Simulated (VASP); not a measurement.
ZnS: single point with LDA

ZnS:

```xyz
4
Lattice="3.7569 0.0000 0.0000 -1.8785 3.2536 0.0000 0.0000 0.0000 6.1248" Properties=species:S:1:pos:R:3 pbc="T T T"
Zn    0.0000    2.1691    0.0297
Zn    1.8785    1.0845    3.0920
S     0.0000    2.1691    2.3284
S     1.8785    1.0845    5.3907
```

This cell differs from its parent crystal: in-plane strain +0.005, then relaxed in part.

```yaml
Program: VASP 6.6.1
Task: single point
Functional: LDA
Potentials_or_basis: VASP PAW LDA potentials, release 64 (Zn, S)
Cutoff: 520 eV
k_mesh: 6 × 6 × 4
Occupations: gaussian, width 0.01 eV
Spin: no spin polarisation
Dipole_correction: no
Further_INCAR_settings: ALGO = Normal; EDIFF = 1e-06; NBANDS = 26
```

The pressure is -0.3 GPa and the band gap on the k mesh is 2.22 eV, direct.

Stress tensor (GPa, compression positive):
```
-0.60  0.00  0.00
 0.00 -0.60  0.00
 0.00  0.00  0.21
```

Levels at points of the mesh, in eV from the valence-band top:
```tsv
k point	band 15	band 16	band 17	band 18	band 19	band 20	band 21	band 22
(0.00, 0.00, 0.00)	-0.99	-0.06	0.00	0.00	2.22	2.94	6.10	6.10
(0.50, 0.00, 0.00)	-3.56	-2.46	-1.86	-0.97	3.40	4.23	4.94	6.76
(0.00, 0.00, 0.50)	-0.52	-0.52	-0.52	-0.52	3.48	3.48	6.59	6.59
(0.50, 0.00, 0.50)	-1.77	-1.77	-1.75	-1.75	3.37	3.37	5.05	5.05
```

Run time: 23 s on 1 thread of Intel(R) Xeon(R) Platinum 8488C (Sapphire Rapids), on a shared host, peak memory 0.17 GiB.

Caveat: the cell differs from its parent crystal (in-plane strain +0.005, then relaxed in part).
